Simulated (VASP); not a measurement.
EuS, 4 atoms in the cell. It takes space group Fm-3m (No. 225, cubic). The conventional cell has a = 5.924 Å, b = 5.924 Å, c = 5.924 Å, α = 90.00°, β = 90.00°, γ = 90.00°. Eu (site symmetry m-3m) has 6 S at 2.96 Å within 3.9 Å. S (site symmetry m-3m) has 6 Eu at 2.96 Å within 3.9 Å. 

* Program: VASP 6.6.1
* Task: single point
* Functional: r2SCAN
* Potentials or basis: VASP PAW PBE potentials, release 64 (Eu, S)
* Cutoff: 800 eV
* k mesh: 6 × 6 × 6
* Occupations: fermi-dirac, width 0.1 eV
* Spin: collinear spin, antiferromagnetic start
* Starting moments: [7.0, -7.0, 0.0, 0.0] μB
* Hubbard terms: Eu f U = 5.07 eV
* Dipole correction: no
* Further INCAR settings: ALGO = Normal; EDIFF = 1e-06; NBANDS = 35; ISYM = 0

Potentials or basis: VASP PAW PBE potentials, release 64 (Eu, S).

Launch:

```bash
$ cat potpaw_PBE.64/Eu/POTCAR potpaw_PBE.64/S/POTCAR > POTCAR
$ cp INCAR.step1 INCAR
$ mpirun -np 4 vasp_std > vasp.out
$ cp INCAR.step2 INCAR
$ mpirun -np 4 vasp_std > vasp.out
```

Hardware: 4 MPI ranks on AMD EPYC 9R45 96-Core Processor (Zen 5) (shared host).

Problem. Estimate the wall time of this run.

Solution. It took 23 min on 4 MPI ranks on AMD EPYC 9R45 96-Core Processor (Zen 5), on a shared host, peak memory 1.3 GiB a rank. Counts: k points 112.
